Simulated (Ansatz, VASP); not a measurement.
## NiO: VASP beside Ansatz

File INCAR:

```
SYSTEM = NiO
  PREC = Accurate
  ENCUT = 520
  EDIFF = 1E-6
  ISMEAR = -1
  SIGMA = 0.05
  LREAL = .False.
  LASPH = .True.
  NELM = 150
  ALGO = Normal
  ISIF = 2
  LWAVE = .False.
  LCHARG = .True.
  ISPIN = 2
  MAGMOM = 2 0
  LORBIT = 11
  LMAXMIX = 4
  GGA = PE
  LELF = .True.
  LVHAR = .True.
  NBANDS = 19
```

The input KPOINTS:

```
regular mesh
0
Gamma
  11 11 11
  0 0 0
```

File POSCAR:

```
NiO
1.0
    0.0000000000      2.1323259920      2.1323259920
    2.1323259920      0.0000000000      2.1323259920
    2.1323259920      2.1323259920      0.0000000000
Ni O
1 1
Direct
    0.0000000000      0.0000000000      0.0000000000
    0.5000000000      0.5000000000      0.5000000000
```

File input.yaml:

```yaml
crystal:
  lattice:
    - [0.0, 2.132325992, 2.132325992]
    - [2.132325992, 0.0, 2.132325992]
    - [2.132325992, 2.132325992, 0.0]
  atoms:
    - { symbol: Ni, position: [0.0, 0.0, 0.0], spin: 2.0 }
    - { symbol: O, position: [0.5, 0.5, 0.5] }
kpoints:
  mp_grid: { grid: [11, 11, 11] }
scf:
  occupations: { method: fermi_dirac, width: 0.05 }
hamiltonian:
  xc: pbe
  pseudopotentials: { kind: all_electron, lapw: { basis_error: 0.0005 } }
magnetization:
  spin_polarized: true
output:
  forces: true
  stress: true
  eigenvalues: true
```

Change from the starting cell: volume scaled by 1.06.

Alike in both runs: task single point; functional PBE; k mesh 11 × 11 × 11; occupations fermi-dirac, width 0.05 eV; collinear spin.

```csv
,VASP,Ansatz
version,VASP 6.6.1,Ansatz 0.2.0
potentials or method,"VASP PAW PBE potentials, release 64 (Ni, O), cutoff 520 eV","all-electron LAPW, scalar-relativistic"
```

```tsv
	VASP	Ansatz	Ansatz less VASP
gap on the k mesh at the Fermi level (eV)	none	none	-
pressure (GPa)	-5.8	-5.1	+0.70
net moment per atom (μB)	0.92	0.95	+0.025
size of the moment on the site where the two differ most (μB)	1.51	1.57	+0.058
```

Site moments also hang on the region over which each program counts them. A gap of «none» marks a metal or a gap that the smearing closes. Ansatz ran all-electron here, and VASP with PAW potentials.
